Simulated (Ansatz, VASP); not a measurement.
## Two plane-wave programs on SnSe

```
Sn Se
1.0
     4.18990    0.00000    0.00000
     0.00000    4.18990   -0.12570
     0.00000   -0.32939   10.97962
Sn Se
2 2
Cartesian
  2.0949 -0.1246 4.1521
  0.0000 1.8901 6.7647
  2.0949 -0.2048 6.8269
  0.0000 1.9704 4.0899
```

Change from the starting cell: strain -0.0600 x Voigt [0, 0, 0, 1, 0, 0], atoms carried along.

Alike in both runs: task single point; functional LDA; k mesh 6 × 6 × 4; occupations gaussian, width 0.05 eV; no spin polarisation.

|  | VASP | Ansatz |
| --- | --- | --- |
| version | VASP 6.6.1 | Ansatz 0.2.0 |
| potentials or method | VASP PAW LDA potentials, release 64 (Sn_d, Se), cutoff 500 eV | scalar-relativistic, plane waves, PAW |
| valence electrons in the cell | 40 | 60 |

```tsv
	VASP	Ansatz	Ansatz less VASP
gap on the k mesh at the Fermi level (eV)	1.42	1.43	+0.017
least direct gap on the mesh (eV)	1.48	1.50	+0.017
rms of the force components (eV/Å)	0.074	0.073	-0.0018
```

LDA's correlation is that of Perdew and Zunger in VASP and of Perdew and Wang (1992) in Ansatz. Atom by atom the forces differ by 0.014 eV/Å (rms over components). VASP's potentials hold 40 valence electrons a cell and Ansatz's 60, so a difference there can come from the potentials and not from the codes. Ansatz's warnings: xc potential rough in thin density.
